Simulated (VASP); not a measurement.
# Na2IF (R-3m) in VASP: a series of runs

Na2IF is run at these levels: PBE, r2SCAN; tasks: single point.

Program: VASP 6.6.1. These are calculated values, not measurements. Logs are shortened: lines on timing, memory, paths and dates and some standing lists are left out, and cuts for length are marked.

## 1. The cell of the first run

The structure is trigonal, space group R-3m (No. 166). The conventional cell has a = 3.997 Å, b = 3.997 Å, c = 19.238 Å, α = 90.00°, β = 90.00°, γ = 120.00°. Within 3.4 Å of F (site symmetry -3m) lie 6 Na at 2.58 Å. Within 4.1 Å of I (site symmetry -3m) lie 6 Na at 3.08 Å and 6 F at 3.95 Å and 6 I at 4.00 Å. Na (site symmetry 3m) has 3 F at 2.58 Å and 3 I at 3.08 Å and 3 Na at 3.28 Å within 3.4 Å.

## 2. Single point, PBE

Input file INCAR:

```
SYSTEM = Na2IF
PREC     = Accurate       ! precision mode
ENCUT    = 520            ! plane-wave cutoff, eV
EDIFF    = 1E-7           ! SCF threshold, eV
ISMEAR   = 0              ! smearing method
SIGMA    = 0.01           ! smearing width, eV
LREAL    = .False.        ! projectors in reciprocal space
LASPH    = .True.         ! aspherical terms in the spheres
NELM     = 80             ! most SCF steps
ALGO     = Normal         ! electronic algorithm
ISIF     = 2              ! what is computed and relaxed
LWAVE    = .False.        ! write WAVECAR
LCHARG   = .True.         ! write CHGCAR
GGA      = PE             ! functional
LELF     = .True.         ! ELF
LVHAR    = .True.       
NBANDS   = 22             ! bands
```

Input file KPOINTS:

```
Automatic mesh
0
Gamma
  4 4 4
  0 0 0
```

Input file POSCAR:

```
Na2IF
1.0
    1.9984997349      1.1538343599      6.4127891683
   -1.9984997349      1.1538343599      6.4127891683
    0.0000000000     -2.3076687199      6.4127891682
F I Na
1 1 2
Direct
    1.0000000000      0.0000000000      0.0000000000
    0.5000000000      0.5000000000      0.5000000000
    0.2727987733      0.2727987733      0.2727987733
    0.7272012267      0.7272012267      0.7272012267
```

Potentials or basis: VASP PAW PBE potentials, release 64 (F, I, Na_pv).

Launch:

```sh
$ cat potpaw_PBE.64/F/POTCAR potpaw_PBE.64/I/POTCAR potpaw_PBE.64/Na_pv/POTCAR > POTCAR
$ mpirun -np 1 vasp_std > vasp.out
```

OUTCAR:

```text
SYSTEM = Na2IF
   PREC = Accurate
   ENCUT = 520
   EDIFF = 1E-7
   ISMEAR = 0
   LREAL = .False.
   LASPH = .True.
   NELM = 80
   ISIF = 2
   GGA = PE

 ion  position               nearest neighbor table
   1  0.000  0.000  0.000-
   2  0.500  0.500  0.500-   3 3.08   4 3.08   3 3.08   3 3.08   4 3.08   4 3.08
   3  0.273  0.273  0.273-   2 3.08   2 3.08   2 3.08
   4  0.727  0.727  0.727-   2 3.08   2 3.08   2 3.08

  LATTYP: Found a trigonal (rhomboedric) cell.
 ALAT       =     6.8153649820
 COS(alpha) =     0.8280271262

  Lattice vectors:

 A1 = (   1.9984997349,   1.1538343599,   6.4127891683)
 A2 = (  -1.9984997349,   1.1538343599,   6.4127891683)
 A3 = (   0.0000000000,  -2.3076687199,   6.4127891682)

Analysis of symmetry for initial positions (statically):
=====================================================================
 Subroutine PRICEL returns:
 Original cell was already a primitive cell.

 Routine SETGRP: Setting up the symmetry group for a
 trigonal (rhombohedral) supercell.

 Subroutine GETGRP returns: Found 12 space group operations
 (whereof 12 operations were pure point group operations)
 out of a pool of 12 trial point group operations.

The static configuration has the point symmetry D_3d.

Analysis of symmetry for dynamics (positions and initial velocities):
=====================================================================
 Subroutine PRICEL returns:
 Original cell was already a primitive cell.

 Routine SETGRP: Setting up the symmetry group for a
 trigonal (rhombohedral) supercell.

 Subroutine GETGRP returns: Found 12 space group operations
 (whereof 12 operations were pure point group operations)
 out of a pool of 12 trial point group operations.

The dynamic configuration has the point symmetry D_3d.

 Subroutine INISYM returns: Found 12 space group operations
 (whereof 12 operations are pure point group operations),
 and found     1 'primitive' translations

----------------------------------------------------------------------------------------

                                     Primitive cell

  volume of cell :      88.7250

  direct lattice vectors                    reciprocal lattice vectors
     1.998499735  1.153834360  6.412789168     0.250187674  0.144445921  0.051979462
    -1.998499735  1.153834360  6.412789168    -0.250187674  0.144445921  0.051979462
     0.000000000 -2.307668720  6.412789168     0.000000000 -0.288891842  0.051979462

  length of vectors
     6.815364982  6.815364982  6.815364982     0.293530851  0.293530851  0.293530851

  position of ions in fractional coordinates (direct lattice)
     0.000000000  0.000000000  0.000000000
     0.500000000  0.500000000  0.500000000
     0.272798773  0.272798773  0.272798773
     0.727201227  0.727201227  0.727201227

  ion indices of the primitive-cell ions
   primitive index   ion index
                 1           1
                 2           2
                 3           3
                 4           4

----------------------------------------------------------------------------------------

 KPOINTS: Automatic mesh

Automatic generation of k-mesh.
 Grid dimensions read from file:
 generate k-points for:    4    4    4

 Generating k-lattice:

  Cartesian coordinates                     Fractional coordinates (reciprocal lattice)
     0.062546918  0.036111480  0.012994866     0.250000000  0.000000000  0.000000000
    -0.062546918  0.036111480  0.012994866     0.000000000  0.250000000  0.000000000
     0.000000000 -0.072222960  0.012994866     0.000000000  0.000000000  0.250000000

  Length of vectors
     0.073382713  0.073382713  0.073382713

  Shift w.r.t. Gamma in fractional coordinates (k-lattice)
     0.000000000  0.000000000  0.000000000

 Subroutine IBZKPT returns following result:
 ===========================================

 Found     13 irreducible k-points:

 Following reciprocal coordinates:
            Coordinates               Weight
  0.000000  0.000000  0.000000      1.000000
  0.250000 -0.000000  0.000000      6.000000
  0.500000 -0.000000  0.000000      3.000000
  0.250000  0.250000  0.000000      6.000000
  0.500000  0.250000 -0.000000     12.000000
 -0.250000  0.250000  0.000000      6.000000
  0.500000  0.500000  0.000000      3.000000
  0.250000  0.250000  0.250000      2.000000
  0.500000  0.250000  0.250000      6.000000
 -0.250000  0.250000  0.250000      6.000000
  0.500000  0.500000  0.250000      6.000000
 -0.250000  0.500000  0.250000      6.000000
  0.500000  0.500000  0.500000      1.000000
   k-points           NKPTS =     13   k-points in BZ     NKDIM =     13   number of bands    NBANDS=     22
   number of dos      NEDOS =    301   number of ions     NIONS =      4
   total plane-waves  NPLWV = 157464
   dimension x,y,z NGX =    54 NGY =   54 NGZ =   54
   dimension x,y,z NGXF=   108 NGYF=  108 NGZF=  108
   ions per type =               1   1   2
[... 103 lines left out ...]

 k-point     4 :       0.2500    0.2500    0.0000
  band No.  band energies     occupation
      1     -21.4107      2.00000
      2     -21.3616      2.00000
      3     -21.3401      2.00000
      4     -21.3365      2.00000
      5     -21.3272      2.00000
      6     -21.3195      2.00000
[... 14 lines left out ...]
     21      12.2558      0.00000
     22      12.6029      0.00000

 k-point     5 :       0.5000    0.2500   -0.0000
  band No.  band energies     occupation
      1     -21.4055      2.00000
      2     -21.3693      2.00000
      3     -21.3674      2.00000
      4     -21.3294      2.00000
      5     -21.3276      2.00000
      6     -21.3226      2.00000
[... 14 lines left out ...]
     21      11.7368      0.00000
     22      12.9938      0.00000

 k-point     6 :      -0.2500    0.2500    0.0000
  band No.  band energies     occupation
      1     -21.4051      2.00000
      2     -21.3684      2.00000
      3     -21.3680      2.00000
      4     -21.3292      2.00000
      5     -21.3284      2.00000
      6     -21.3226      2.00000
[... 14 lines left out ...]
     21      11.5754      0.00000
     22      13.2172      0.00000

 k-point     7 :       0.5000    0.5000    0.0000
  band No.  band energies     occupation
      1     -21.4112      2.00000
      2     -21.3791      2.00000
      3     -21.3443      2.00000
      4     -21.3401      2.00000
      5     -21.3279      2.00000
      6     -21.3191      2.00000
[... 14 lines left out ...]
     21      12.0469      0.00000
     22      13.0882      0.00000

 k-point     8 :       0.2500    0.2500    0.2500
  band No.  band energies     occupation
      1     -21.4138      2.00000
      2     -21.3432      2.00000
      3     -21.3355      2.00000
      4     -21.3355      2.00000
      5     -21.3203      2.00000
      6     -21.3203      2.00000
[... 14 lines left out ...]
     21      11.8874      0.00000
     22      12.1360      0.00000

 k-point     9 :       0.5000    0.2500    0.2500
  band No.  band energies     occupation
      1     -21.4103      2.00000
      2     -21.3610      2.00000
      3     -21.3399      2.00000
      4     -21.3381      2.00000
      5     -21.3267      2.00000
      6     -21.3197      2.00000
[... 14 lines left out ...]
     21      11.7348      0.00000
     22      12.2854      0.00000

 k-point    10 :      -0.2500    0.2500    0.2500
  band No.  band energies     occupation
      1     -21.4103      2.00000
      2     -21.3783      2.00000
      3     -21.3440      2.00000
      4     -21.3410      2.00000
      5     -21.3287      2.00000
      6     -21.3194      2.00000
[... 14 lines left out ...]
     21      11.9306      0.00000
     22      13.6024      0.00000

 k-point    11 :       0.5000    0.5000    0.2500
  band No.  band energies     occupation
      1     -21.4101      2.00000
      2     -21.3627      2.00000
      3     -21.3402      2.00000
      4     -21.3368      2.00000
      5     -21.3266      2.00000
      6     -21.3194      2.00000
[... 14 lines left out ...]
     21      11.8634      0.00000
     22      12.2772      0.00000

 k-point    12 :      -0.2500    0.5000    0.2500
  band No.  band energies     occupation
      1     -21.4059      2.00000
      2     -21.3700      2.00000
      3     -21.3669      2.00000
      4     -21.3294      2.00000
      5     -21.3270      2.00000
      6     -21.3226      2.00000
[... 14 lines left out ...]
     21      11.6214      0.00000
     22      12.0462      0.00000

 k-point    13 :       0.5000    0.5000    0.5000
  band No.  band energies     occupation
      1     -21.4120      2.00000
      2     -21.3452      2.00000
      3     -21.3355      2.00000
      4     -21.3355      2.00000
      5     -21.3203      2.00000
      6     -21.3203      2.00000
[... 14 lines left out ...]
     21      12.4024      0.00000
     22      12.4024      0.00000

------------------------ aborting loop because EDIFF is reached ----------------------------------------

  FORCE on cell =-STRESS in cart. coord.  units (eV):
  Direction    XX          YY          ZZ          XY          YZ          ZX
  --------------------------------------------------------------------------------------
  -------------------------------------------------------------------------------------
  Total        0.5699443      0.5699443      0.6521434      0.0000000      0.0000000      0.0000000
  in kB       10.2919394     10.2919394     11.7762740      0.0000000      0.0000000      0.0000000
  external PRESSURE =      10.7867176 kB  Pullay stress =       0.0000000 kB

 VOLUME and BASIS-vectors are now :
 -----------------------------------------------------------------------------
  energy-cutoff  :      520.00
  volume of cell :       88.72
      direct lattice vectors                 reciprocal lattice vectors
     1.998499735  1.153834360  6.412789168     0.250187674  0.144445921  0.051979462
    -1.998499735  1.153834360  6.412789168    -0.250187674  0.144445921  0.051979462
     0.000000000 -2.307668720  6.412789168     0.000000000 -0.288891842  0.051979462

 POSITION                                       TOTAL-FORCE (eV/Angst)
 -----------------------------------------------------------------------------------
      0.00000      0.00000      0.00000         0.000000     -0.000000     -0.000000
      0.00000     -0.00000      9.61918         0.000000     -0.000000     -0.000000
      0.00000     -0.00000      5.24820         0.000000      0.000000     -0.025016
      0.00000     -0.00000     13.99016         0.000000     -0.000000      0.025016
 -----------------------------------------------------------------------------------
    total drift:                               -0.000000     -0.000000      0.000000

  FREE ENERGIE OF THE ION-ELECTRON SYSTEM (eV)
  ---------------------------------------------------
  free  energy   TOTEN  =       -13.1751423687 eV

  energy  without entropy=      -13.1751423687  energy(sigma->0) =      -13.17514237
```

Run time: 83 s. Hardware: 1 thread of Intel Xeon Platinum 8259CL at 2.50GHz (Skylake/Cascade Lake), shared host; peak memory 0.38 GiB.

What came out:

* Free energy: -13.1751 eV
* Pressure: 1.1 GPa
* Largest force: 0.025 eV/Å
* Band gap on the k mesh: 1.93 eV

Forces in eV/Å, atoms in the order of the input:
```
F    0.000  0.000  0.000
I    0.000  0.000  0.000
Na   0.000  0.000 -0.025
Na   0.000  0.000  0.025
```

Stress tensor (GPa, compression positive):
```
1.03 0.00 0.00
0.00 1.03 0.00
0.00 0.00 1.18
```

Levels at points of the mesh, in eV from the valence-band top:
```tsv
k point	band 12	band 13	band 14	band 15	band 16	band 17
(0.00, 0.00, 0.00)	-2.06	0.00	0.00	1.93	5.71	8.48
(0.50, 0.00, 0.00)	-3.18	-1.90	-0.78	4.61	5.60	5.91
(0.50, 0.50, 0.00)	-2.82	-1.70	-0.76	4.19	5.35	5.93
(0.50, 0.50, 0.50)	-2.88	-0.01	-0.01	3.66	5.14	6.21
```

Caveat: the k points lie up to 0.46 Å⁻¹ apart; spin-orbit coupling is left out, which moves the levels of the heavy elements.

## 3. Single point, PBE

Input file INCAR:

```
PREC = Accurate
ENCUT = 520
EDIFF = 1E-6
ISMEAR = -1
SIGMA = 0.02
LREAL = F
LASPH = T
NELM = 80
ALGO = Normal
ISIF = 2
LWAVE = F
LCHARG = F
GGA = PE
NBANDS = 22
```

Input file KPOINTS:

```
Automatic mesh
0
Gamma
  8 8 8
```

POSCAR is that of step 2.

Potentials or basis: VASP PAW PBE potentials, release 64 (F, I, Na_pv).

Launch:

```sh
$ cat potpaw_PBE.64/F/POTCAR potpaw_PBE.64/I/POTCAR potpaw_PBE.64/Na_pv/POTCAR > POTCAR
$ mpirun -np 1 vasp_std > vasp.out
```

It took 4.5 min on 1 thread of Intel Xeon Platinum 8259CL at 2.50GHz (Skylake/Cascade Lake), shared host; peak memory 0.45 GiB.

Results (log left out):

```
Free energy            : -13.1907 eV
Pressure               : 1.0 GPa
Largest force          : 0.023 eV/Å
Band gap on the k mesh : 1.94 eV
```

Forces in eV/Å, atoms in the order of the input:
```
F    0.000  0.000  0.000
I    0.000  0.000  0.000
Na   0.000  0.000 -0.023
Na   0.000  0.000  0.023
```

Stress tensor (GPa, compression positive):
```
0.86 0.00 0.00
0.00 0.86 0.00
0.00 0.00 1.21
```

Levels at points of the mesh, in eV from the valence-band top:
```tsv
k point	band 11	band 12	band 13	band 14	band 15	band 16	band 17	band 18
(0.00, 0.00, 0.00)	-3.52	-2.05	0.00	0.00	1.94	5.72	8.49	8.49
(0.50, 0.00, 0.00)	-3.42	-3.18	-1.90	-0.78	4.62	5.60	5.91	6.17
(0.50, 0.50, 0.00)	-3.60	-2.81	-1.69	-0.76	4.20	5.35	5.94	6.38
(0.50, 0.50, 0.50)	-3.50	-2.88	-0.01	-0.01	3.67	5.14	6.22	8.54
```

Caveat: spin-orbit coupling is left out, which moves the levels of the heavy elements.

## 4. Single point, r2SCAN

POSCAR is that of step 3.

Input file INCAR.step1:

```
ALGO     = Normal         # electronic algorithm
EDIFF    = 1E-4           # SCF threshold, eV
ENCUT    = 520            # plane-wave cutoff, eV
GGA      = PE             # functional
ISMEAR   = 0              # smearing method
LASPH    = True           # aspherical terms in the spheres
LCHARG   = False          # write CHGCAR
LREAL    = False          # projectors in reciprocal space
LWAVE    = True           # write WAVECAR
NBANDS   = 22             # bands
NELM     = 80             # most SCF steps
PREC     = Accurate       # precision mode
SIGMA    = 0.01           # smearing width, eV
```

Input file INCAR.step2:

```
ALGO     = Normal         # electronic algorithm
EDIFF    = 1E-6           # SCF threshold, eV
ENCUT    = 520            # plane-wave cutoff, eV
ISIF     = 2              # what is computed and relaxed
ISMEAR   = 0              # smearing method
ISTART   = 1            
LASPH    = True           # aspherical terms in the spheres
LCHARG   = False          # write CHGCAR
LMIXTAU  = True         
LREAL    = False          # projectors in reciprocal space
LWAVE    = False          # write WAVECAR
METAGGA  = R2SCAN         # meta-GGA
NBANDS   = 22             # bands
NELM     = 80             # most SCF steps
PREC     = Accurate       # precision mode
SIGMA    = 0.01           # smearing width, eV
```

Input file KPOINTS:

```
k-points
0
Gamma
  8 8 8
```

Launch:

```sh
$ cat potpaw_PBE.64/F/POTCAR potpaw_PBE.64/I/POTCAR potpaw_PBE.64/Na_pv/POTCAR > POTCAR
$ cp INCAR.step1 INCAR
$ mpirun -np 1 vasp_std > vasp.out
$ cp INCAR.step2 INCAR
$ mpirun -np 1 vasp_std > vasp.out
```

Wall time 32 min (1 thread of Intel Xeon Platinum 8259CL at 2.50GHz (Skylake/Cascade Lake), shared host); peak memory 0.5 GiB.

The run converged. Its results:

```
Free energy            : -42.7953 eV
Pressure               : -0.2 GPa
Band gap on the k mesh : 2.52 eV
```

Forces on the atoms (eV/Å):
```
F    0.000  0.000  0.000
I    0.000  0.000  0.000
Na   0.000  0.000  0.003
Na   0.000  0.000 -0.003
```

Levels at points of the mesh, in eV from the valence-band top:
| k point | band 11 | band 12 | band 13 | band 14 | band 15 | band 16 | band 17 | band 18 |
| --- | --- | --- | --- | --- | --- | --- | --- | --- |
| (0.00, 0.00, 0.00) | -3.76 | -2.16 | 0.00 | 0.00 | 2.52 | 6.47 | 9.11 | 9.11 |
| (0.50, 0.00, 0.00) | -3.66 | -3.23 | -1.96 | -0.80 | 5.24 | 6.14 | 6.44 | 6.81 |
| (0.50, 0.50, 0.00) | -3.85 | -2.92 | -1.77 | -0.78 | 4.78 | 6.01 | 6.39 | 7.01 |
| (0.50, 0.50, 0.50) | -3.72 | -2.90 | -0.01 | -0.01 | 4.23 | 5.95 | 6.73 | 9.15 |

Caveat: the PAW data sets were made with another functional, which shifts forces and pressure a little; spin-orbit coupling is left out, which moves the levels of the heavy elements.

## 5. The runs side by side

| level | k mesh | smearing | gap on the mesh (eV) | pressure (GPa) | largest force (eV/Å) |
| --- | --- | --- | --- | --- | --- |
| PBE | 4 × 4 × 4 | gaussian 0.01 eV | 1.93 | 1.1 | 0.03 |
| PBE | 8 × 8 × 8 | fermi-dirac 0.02 eV | 1.94 | 1.0 | 0.02 |
| r2SCAN | 8 × 8 × 8 | gaussian 0.01 eV | 2.52 | -0.2 | - |

Alike in all rows: task single point; potentials or basis VASP PAW PBE potentials, release 64 (F, I, Na_pv); no spin polarisation; cell as given; cutoff (eV) 520.

Caveats: some runs use coarse meshes; spin-orbit coupling is left out, which moves the levels of the heavy elements; the PAW data sets were made with another functional, which shifts forces and pressure a little (at least some runs).

Absolute energies hang on the potentials; compare differences alone.
